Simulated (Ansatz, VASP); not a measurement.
## GaN: VASP beside Ansatz

```xyz
2
Lattice="0.0000 1.9925 1.9526 1.9925 0.0000 1.9526 1.9925 1.9925 0.0000" Properties=species:S:1:pos:R:3 pbc="T T T"
Ga    1.9925    1.9925    1.9526
N     0.0000    0.0000    0.0000
```

Change from the starting cell: z stretched by -2 %, ions relaxed.

Alike in both runs: functional PBE; k mesh 13 × 13 × 13; occupations fermi-dirac, width 0.02 eV; no spin polarisation.

Ansatz relaxed the structure, and its values are those at the end. VASP's run is a single point on that final structure, the one shown.

|  | VASP | Ansatz |
| --- | --- | --- |
| version | VASP 6.6.1 | Ansatz 0.2.0 |
| potentials or method | VASP PAW PBE potentials, release 64 (Ga_d, N) | plane-wave PAW, scalar-relativistic |
| plane-wave cutoff (eV) | 520 | 420 |
| valence electrons in the cell | 18 | 18 |

|  | VASP | Ansatz | Ansatz less VASP |
| --- | --- | --- | --- |
| gap on the k mesh at the Fermi level (eV) | 1.87 | 1.89 | +0.015 |

Ansatz's warnings: stress scf threshold loose.
